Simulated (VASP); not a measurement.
Input of a VASP 6.6.1 run:

INCAR

```
SYSTEM = AlAs
PREC = Accurate ; ENCUT = 500
EDIFF = 1E-6 ; ISMEAR = 0
SIGMA = 0.05 ; LREAL = .FALSE.
LASPH = .TRUE. ; NELM = 120
ALGO = Normal ; ISIF = 2
LWAVE = .FALSE. ; LCHARG = .FALSE.
GGA = PS ; NBANDS = 11
GGA_COMPAT = .FALSE.
```

KPOINTS

```
regular mesh
0
G
  8 8 8
  0 0 0
```

POSCAR

```
AlAs
1.0
    0.0000000000      2.9011600000      2.9719200000
    2.9011600000      0.0000000000      2.9719200000
    2.9011600000      2.9011600000      0.0000000000
Al As
1 1
Direct
    0.0000000000      0.0000000000      0.0000000000
    0.7500000000      0.7500000000      0.7500000000
```

Potentials or basis: VASP PAW PBE potentials, release 64 (Al, As).

The run is started by

```sh
$ cat potpaw_PBE.64/Al/POTCAR potpaw_PBE.64/As/POTCAR > POTCAR
$ mpirun -np 1 vasp_std > vasp.out
```

**Question.** Predict the pressure.

**Answer.** -5.2 GPa.

**Question.** What does it give for the band gap on the k mesh?

**Answer.** 1.19 eV, direct.

Stress tensor (GPa, compression positive):
```
-4.77  0.00  0.00
 0.00 -4.77  0.00
 0.00  0.00 -6.15
```

Caveat: the cell differs from its parent crystal (strain +0.025 along x and y, +0.050 along z); the PAW data sets were made with another functional, which shifts forces and pressure a little. A k mesh can miss the band edges.
